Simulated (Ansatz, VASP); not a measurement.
## Two plane-wave programs on ZrB

```xyz
2
Lattice="0.0000 2.3250 2.3250 2.3250 0.0000 2.3250 2.3250 2.3250 0.0000" Properties=species:S:1:pos:R:3 pbc="T T T"
Zr    0.0000    0.0000    0.0000
B     2.3250    2.3250    2.3250
```

Alike in both runs: task relaxation of cell and atoms; functional PBE; k mesh 10 × 10 × 10; occupations fermi-dirac, width 0.05 eV; no spin polarisation.

|  | VASP | Ansatz |
| --- | --- | --- |
| version | VASP 6.6.1 | Ansatz 0.2.0 |
| potentials or method | VASP PAW PBE potentials, release 64 (Zr_sv, B) | Ansatz PAW |
| plane-wave cutoff (eV) | 600 | 420 |
| valence electrons in the cell | 15 | 15 |

```csv
,VASP,Ansatz,Ansatz less VASP
"gap on the k mesh at the Fermi level, each at its own relaxed structure (eV)",none,none,-
relaxed volume (Å³/atom),14.75,14.74,-0.012
relaxed cell length with the largest relative difference (Å),3.468,3.467,-0.0009
```

A gap of «none» marks a metal or a gap that the smearing closes.

Noted on VASP's run: the volume moved by over 15 % at a fixed basis, so the end points are rough. Noted on Ansatz's run: the volume moved by over 15 % at a fixed basis, so the end points are rough; the plane-wave basis is chosen anew once the cell has moved, so the energies of steps on either side of that aren't comparable.
